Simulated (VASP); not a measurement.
# SrY3 (Pm-3m) in VASP: further runs

The runs below take SrY3 through relaxation of cell and atoms, with PBE.

Program: VASP 6.6.1. These are calculated values, not measurements. Logs are shortened: lines on timing, memory, paths and dates and some standing lists are left out, and cuts for length are marked.

## 1. The cell of the first run

Symmetry: Pm-3m, No. 221, cubic system. Conventional cell: a = 4.794 Å, b = 4.794 Å, c = 4.794 Å, α = 90.00°, β = 90.00°, γ = 90.00°. Sr (site symmetry m-3m) has 12 Y at 3.39 Å within 4.5 Å. Y (site symmetry 4/mmm) has 4 Sr at 3.39 Å and 8 Y at 3.39 Å within 4.5 Å.

## 2. Relaxation of cell and atoms, PBE

INCAR reads:

```
PREC     = Accurate       # precision mode
ENCUT    = 600            # plane-wave cutoff, eV
EDIFF    = 1E-6           # SCF threshold, eV
ISMEAR   = 0              # smearing method
SIGMA    = 0.1            # smearing width, eV
LREAL    = False          # projectors in reciprocal space
LASPH    = True           # aspherical terms in the spheres
NELM     = 60             # most SCF steps
ALGO     = Normal         # electronic algorithm
ISIF     = 3              # what is computed and relaxed
LWAVE    = False          # write WAVECAR
LCHARG   = False          # write CHGCAR
GGA      = PE             # functional
IBRION   = 2              # ionic algorithm
NSW      = 90             # ionic steps
EDIFFG   = -0.04          # ionic threshold
```

KPOINTS reads:

```
Automatic mesh
0
Gamma
  4 4 4
```

POSCAR reads:

```
SrY3
1.0
    4.7939590807      0.0000000000      0.0000000000
    0.0000000000      4.7939590807      0.0000000000
    0.0000000000      0.0000000000      4.7939590807
Sr Y
1 3
Direct
    0.0000000000      0.0000000000      0.0000000000
    0.0000000000      0.5000000000      0.5000000000
    0.5000000000      0.0000000000      0.5000000000
    0.5000000000      0.5000000000      0.0000000000
```

Potentials or basis: VASP PAW PBE potentials, release 64 (Sr_sv, Y_sv).

Run with:

```
$ cat potpaw_PBE.64/Sr_sv/POTCAR potpaw_PBE.64/Y_sv/POTCAR > POTCAR
$ mpirun -np 1 vasp_std > vasp.out
```

OUTCAR:

```text
PREC = Accurate
   ENCUT = 600
   EDIFF = 1E-6
   ISMEAR = 0
   LREAL = False
   LASPH = True
   NELM = 60
   ISIF = 3
   GGA = PE
   IBRION = 2
   NSW = 90
   EDIFFG = -0.04

 ion  position               nearest neighbor table
   1  0.000  0.000  0.000-   2 3.39   3 3.39   4 3.39   2 3.39   3 3.39   2 3.39   4 3.39   2 3.39
                             3 3.39   4 3.39   3 3.39   4 3.39
   2  0.000  0.500  0.500-   1 3.39   3 3.39   4 3.39   1 3.39   4 3.39   1 3.39   3 3.39   1 3.39
                             3 3.39   4 3.39   4 3.39   3 3.39
   3  0.500  0.000  0.500-   1 3.39   2 3.39   4 3.39   1 3.39   4 3.39   2 3.39   4 3.39   4 3.39
                             1 3.39   2 3.39   1 3.39   2 3.39
   4  0.500  0.500  0.000-   1 3.39   2 3.39   3 3.39   2 3.39   3 3.39   1 3.39   3 3.39   3 3.39
                             1 3.39   2 3.39   2 3.39   1 3.39

  LATTYP: Found a simple cubic cell.
 ALAT       =     4.7939590807

  Lattice vectors:

 A1 = (   4.7939590807,   0.0000000000,   0.0000000000)
 A2 = (   0.0000000000,   4.7939590807,   0.0000000000)
 A3 = (   0.0000000000,   0.0000000000,   4.7939590807)

Analysis of symmetry for initial positions (statically):
=====================================================================
 Subroutine PRICEL returns:
 Original cell was already a primitive cell.

 Routine SETGRP: Setting up the symmetry group for a
 simple cubic supercell.

 Subroutine GETGRP returns: Found 48 space group operations
 (whereof 48 operations were pure point group operations)
 out of a pool of 48 trial point group operations.

The static configuration has the point symmetry O_h .

Analysis of symmetry for dynamics (positions and initial velocities):
=====================================================================
 Subroutine PRICEL returns:
 Original cell was already a primitive cell.

 Routine SETGRP: Setting up the symmetry group for a
 simple cubic supercell.

 Subroutine GETGRP returns: Found 48 space group operations
 (whereof 48 operations were pure point group operations)
 out of a pool of 48 trial point group operations.

The dynamic configuration has the point symmetry O_h .

 Subroutine INISYM returns: Found 48 space group operations
 (whereof 48 operations are pure point group operations),
 and found     1 'primitive' translations

----------------------------------------------------------------------------------------

                                     Primitive cell

  volume of cell :     110.1750

  direct lattice vectors                    reciprocal lattice vectors
     4.793959081  0.000000000  0.000000000     0.208595856  0.000000000  0.000000000
     0.000000000  4.793959081  0.000000000     0.000000000  0.208595856  0.000000000
     0.000000000  0.000000000  4.793959081     0.000000000  0.000000000  0.208595856

  length of vectors
     4.793959081  4.793959081  4.793959081     0.208595856  0.208595856  0.208595856

[... 60 lines left out ...]
   PREC   = accura    normal or accurate (medium, high low for compatibility)
   ISTART =      0    job   : 0-new  1-cont  2-samecut
   ICHARG =      2    charge: 1-file 2-atom 10-const
   ISPIN  =      1    spin polarized calculation?
   LNONCOLLINEAR =      F non collinear calculations
   LSORBIT =      F    spin-orbit coupling
   LASPH  =      T    aspherical Exc in radial PAW
   ENCUT  =  600.0 eV  44.10 Ry    6.64 a.u.   9.57  9.57  9.57*2*pi/ulx,y,z
   NELM   =     60;   NELMIN=  2; NELMDL= -5     # of ELM steps
   EDIFF  = 0.1E-05   stopping-criterion for ELM
   LREAL  =      F    real-space projection
   EDIFFG = -.4E-01   stopping-criterion for IOM
   NSW    =     90    number of steps for IOM
   IBRION =      2    ionic relax: 0-MD 1-quasi-New 2-CG
   NFREE  =      1    steps in history (QN), initial steepest desc. (CG)
   ISIF   =      3    stress and relaxation
   ISYM   =      2    0-nonsym 1-usesym 2-fastsym
   POTIM  = 0.5000    time-step for ionic-motion
   TEBEG  =    0.0;   TEEND  =   0.0 temperature during run
   PSTRESS=    0.0 pullay stress
   NELECT =      43.0000    total number of electrons
   NUPDOWN=      -1.0000    fix difference up-down
   EMIN   =  10.00;   EMAX   =-10.00  energy-range for DOS
   EFERMI =   0.00;   METHOD = LEGACY
   ISMEAR =     0;   SIGMA  =   0.10  broadening in eV -4-tet -1-fermi 0-gaus
   EFERMI_NEDOS =   21; number of points for ismear=-14 and -15
   IALGO  =     38    algorithm
   IMIX   =      4    mixing-type and parameters
     AMIX     =   0.40;   BMIX     =  1.00
     AMIX_MAG =   1.60;   BMIX_MAG =  1.00
  volume/ion in A,a.u.               =      27.54       185.87
  Fermi-wavevector in a.u.,A,eV,Ry     =   1.196382  2.260835 19.474436  1.431331
  Thomas-Fermi vector in A             =   2.332324
   LORBIT       =      0    0 simple, 1 ext, 2 COOP (PROOUT), +10 PAW based schemes
   GGA     = PE    functional components
   LHFCALC =     F    Hartree Fock is set to
   AEXX    =    0.0000 exact exchange contribution
   IVDW    =     0    specifies the selected vdW correction
   LEPSILON=     F    determine dielectric tensor
   LRPA    =     F    only Hartree local field effects (RPA)
 conjugate gradient relaxation of ions
 non-spin polarized calculation
 Gauss-broadening in eV      SIGMA  =   0.10
  energy-cutoff  :      600.00
  volume of cell :      110.17
 maximum number of plane-waves:      3743
 NGX is ok and might be reduce to    40
   NGX = 19   NGY = 19   NGZ = 19

--------------------------------------- Ionic step        1  -------------------------------------------

 number of electron      43.0000003 magnetization

 Free energy of the ion-electron system (eV)
  ---------------------------------------------------
  ext. energy  EPLUGINS =         0.00000000
  ---------------------------------------------------
  free energy    TOTEN  =       -19.04818807 eV

  energy without entropy =      -19.00624823  energy(sigma->0) =      -19.02721815

 E-fermi :   4.0254     XC(G=0): -10.0468

 val. band max:        3.9645145177   @ k =   0.5000   0.0000   0.0000
 cond. band min:       4.0281723328   @ k =   0.5000   0.2500   0.2500
 fundamental gap:      0.0636578150
 Fermi energy:         4.0253608340

 k-point     1 :       0.0000    0.0000    0.0000
  band No.  band energies     occupation
      1     -38.3049      2.00000
      2     -38.1717      2.00000
      3     -38.1717      2.00000
      4     -30.7448      2.00000
      5     -18.6429      2.00000
      6     -18.6429      2.00000
[... 344 lines left out ...]
--------------------------------------- Ionic step        3  -------------------------------------------

 number of electron      42.9999999 magnetization

 Free energy of the ion-electron system (eV)
  ---------------------------------------------------
  ext. energy  EPLUGINS =         0.00000000
  ---------------------------------------------------
  free energy    TOTEN  =       -20.09724825 eV

  energy without entropy =      -20.05586471  energy(sigma->0) =      -20.07655648

 E-fermi :   2.7146     XC(G=0):  -8.9970

 val. band max:        2.6397509808   @ k =   0.2500   0.2500   0.2500
 cond. band min:       2.7478543803   @ k =   0.5000   0.2500   0.0000
 fundamental gap:      0.1081033995
 Fermi energy:         2.7146371555

 k-point     1 :       0.0000    0.0000    0.0000
  band No.  band energies     occupation
      1     -40.2746      2.00000
      2     -40.2331      2.00000
      3     -40.2331      2.00000
      4     -32.4577      2.00000
      5     -20.3631      2.00000
      6     -20.3631      2.00000
[... 300 lines left out ...]
  FREE ENERGIE OF THE ION-ELECTRON SYSTEM (eV)
  ---------------------------------------------------
  free  energy   TOTEN  =       -20.0972482508 eV

  energy  without entropy=      -20.0558647072  energy(sigma->0) =      -20.07655648

 reached required accuracy - stopping structural energy minimisation
```

It took 75 s on 1 thread of Intel Xeon 6975P-C (Granite Rapids), shared host; peak memory 0.26 GiB.

What came out:

* Free energy: -20.0972 eV
* Relaxed volume: 35.98 Å³/atom
* Relaxed cell: a = 5.241 Å, b = 5.241 Å, c = 5.241 Å, α = 90.00°, β = 90.00°, γ = 90.00°
* Space group after relaxing (to 0.1 Å): Pm-3m (No. 221)
* Energy gained by relaxing: 262.3 meV/atom
* Ionic steps: 3
* Pressure after relaxing: 0.0 GPa
* Band gap on the k mesh: zero (an odd number of electrons rules out a gap without spin polarisation)

Step by step:
```tsv
step	energy change (eV)	largest force (eV/Å)	pressure (GPa)	volume (Å³)
1	0.0000	0.0000	11.83	110.17
2	-1.0470	0.0000	-0.36	145.88
3	-1.0491	0.0000	0.03	143.92
```

Final structure:
```
Sr Y
1.0
     5.24051    0.00000    0.00000
     0.00000    5.24051    0.00000
     0.00000    0.00000    5.24051
Sr Y
1 3
Cartesian
  0.0000 0.0000 0.0000
  0.0000 2.6203 2.6203
  2.6203 0.0000 2.6203
  2.6203 2.6203 0.0000
```

Levels at points of the mesh, in eV from the Fermi level:
```
           k point  band 17  band 18  band 19  band 20  band 21  band 22  band 23  band 24
(0.00, 0.00, 0.00)    -4.44    -1.44    -1.44    -1.40    -0.57    -0.57    -0.57     1.93
(0.50, 0.00, 0.00)    -2.85    -2.66    -0.57    -0.44     0.16     0.33     0.33     0.45
(0.50, 0.50, 0.00)    -1.58    -1.53    -1.53    -1.21     0.23     0.52     0.58     0.58
(0.50, 0.50, 0.50)    -1.79    -1.79    -1.79    -1.44     0.37     0.67     0.67     0.67
```

Caveat: the volume moved by over 15 % at a fixed basis, so the end points are rough.

## 3. Relaxation of cell and atoms, PBE

This run uses another cell than the first one, of 35.94 Å³/atom.

INCAR reads:

```
SYSTEM = SrY3
PREC = Accurate
ENCUT = 600
EDIFF = 1E-7
ISMEAR = 0
SIGMA = 0.1
LREAL = .False.
LASPH = .True.
NELM = 60
ALGO = Fast
ISIF = 3
LWAVE = .False.
LCHARG = .False.
GGA = PE
IBRION = 2
NSW = 100
EDIFFG = -0.01
```

KPOINTS reads:

```
regular mesh
0
Gamma
  10 10 10
  0 0 0
```

POSCAR reads:

```
SrY3
1.0
    5.2386169096      0.0000000000      0.0000000000
    0.0000000000      5.2386169096      0.0000000000
    0.0000000000      0.0000000000      5.2386169096
Sr Y
1 3
Direct
    0.0000000000      0.0000000000      0.0000000000
    0.0000000000      0.5000000000      0.5000000000
    0.5000000000      0.0000000000      0.5000000000
    0.5000000000      0.5000000000      0.0000000000
```

Potentials or basis: VASP PAW PBE potentials, release 64 (Sr_sv, Y_sv).

Run with:

```
$ cat potpaw_PBE.64/Sr_sv/POTCAR potpaw_PBE.64/Y_sv/POTCAR > POTCAR
$ mpirun -np 1 vasp_std > vasp.out
```

Run time: 12 min. Hardware: 1 thread of Intel Xeon 6975P-C (Granite Rapids), shared host; peak memory 0.46 GiB.

Results (log left out):

```yaml
Free_energy: -20.1019 eV
Relaxed_volume: 35.89 Å³/atom
Relaxed_cell: a = 5.236 Å, b = 5.236 Å, c = 5.236 Å, α = 90.00°, β = 90.00°, γ = 90.00°
Space_group_after_relaxing_to_0.1_Å: Pm-3m (No. 221)
Energy_gained_by_relaxing: 0.0 meV/atom
Ionic_steps: 2
Pressure_after_relaxing: 0.0 GPa
Band_gap_on_the_k_mesh: zero (an odd number of electrons rules out a gap without spin polarisation)
```

The path:
| step | energy change (eV) | largest force (eV/Å) | pressure (GPa) | volume (Å³) |
| --- | --- | --- | --- | --- |
| 1 | 0.0000 | 0.0000 | -0.05 | 143.76 |
| 2 | -0.0001 | 0.0000 | -0.03 | 143.55 |

Final structure:
```
CELL_PARAMETERS angstrom
5.23596 0.00000 0.00000
0.00000 5.23596 0.00000
0.00000 0.00000 5.23596
ATOMIC_POSITIONS crystal
Sr 0.00000 0.00000 0.00000
Y 0.00000 0.50000 0.50000
Y 0.50000 0.00000 0.50000
Y 0.50000 0.50000 0.00000
```

Levels at points of the mesh, in eV from the Fermi level:
| k point | band 19 | band 20 | band 21 | band 22 | band 23 | band 24 |
| --- | --- | --- | --- | --- | --- | --- |
| (0.00, 0.00, 0.00) | -1.46 | -1.43 | -0.59 | -0.59 | -0.59 | 1.93 |
| (0.50, 0.00, 0.00) | -0.60 | -0.45 | 0.14 | 0.32 | 0.32 | 0.43 |
| (0.50, 0.50, 0.00) | -1.55 | -1.22 | 0.21 | 0.52 | 0.57 | 0.58 |
| (0.50, 0.50, 0.50) | -1.81 | -1.46 | 0.35 | 0.66 | 0.66 | 0.66 |
